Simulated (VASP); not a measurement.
Crystal: PbS (Galena).

```xyz
2
Lattice="0.0000 3.0048 3.0048 3.0048 0.0000 3.0048 3.0048 3.0048 0.0000" Properties=species:S:1:pos:R:3 pbc="T T T"
Pb    0.0000    0.0000    0.0000
S     3.0048    3.0048    3.0048
```

Base run:

- Program: VASP 6.6.1
- Functional: RPBE
- Potentials or basis: VASP PAW PBE potentials, release 64 (Pb_d, S)
- Cutoff: 520 eV
- k mesh: 8 × 8 × 8
- Occupations: fermi-dirac, width 0.05 eV
- Spin: no spin polarisation

Its results: band gap on the k mesh 0.60 eV, direct; pressure 1.8 GPa.

**Question.** The run is repeated on the same cell with these changes: functional from RPBE to PBEsol; dispersion from none to D4. What comes out?

**Answer.** Band gap on the k mesh 0.39 eV, direct; pressure -3.9 GPa.

Several settings changed at once, so the effect can't be laid on one alone.

Caveats: the PAW data sets were made with another functional, which shifts forces and pressure a little; spin-orbit coupling is left out, which moves the levels of the heavy elements.

A k mesh can miss the band edges.
